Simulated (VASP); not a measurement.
A run of VASP 6.6.1:

File INCAR:

```
SYSTEM = TiPd
PREC = Accurate
ENCUT = 520
EDIFF = 1E-7
ISMEAR = -1
SIGMA = 0.05
LREAL = .FALSE.
LASPH = .TRUE.
NELM = 80
ALGO = Fast
ISIF = 2
LWAVE = .FALSE.
LCHARG = .FALSE.
GGA = PS
NBANDS = 30
```

File KPOINTS:

```
Automatic mesh
0
G
  6 10 6
  0 0 0
```

The input POSCAR:

```
TiPd
1.0
    4.5397767622      0.0000000000      0.0000000000
    0.0000000000      2.7564646638      0.0000000000
    0.0000000000      0.0000000000      4.8430569496
Pd Ti
2 2
Direct
    0.7500000000      0.5000000000      0.8133955200
    0.2500000000      0.5000000000      0.1866044800
    0.7500000000      0.0000000000      0.2975221400
    0.2500000000      0.0000000000      0.7024778600
```

Potentials or basis: VASP PAW PBE potentials, release 64 (Pd, Ti_sv).

Run with:

```bash
$ cat potpaw_PBE.64/Pd/POTCAR potpaw_PBE.64/Ti_sv/POTCAR > POTCAR
$ mpirun -np 1 vasp_std > vasp.out
```

Hardware: 1 thread of Intel(R) Xeon(R) Platinum 8488C (Sapphire Rapids), on a shared host.

Problem. How long does it take, and how much memory?

Solution. Run time: 5.9 min on 1 thread of Intel(R) Xeon(R) Platinum 8488C (Sapphire Rapids), with other jobs on the host, peak memory 0.28 GiB. Counts: scf iterations 39, k points 96.
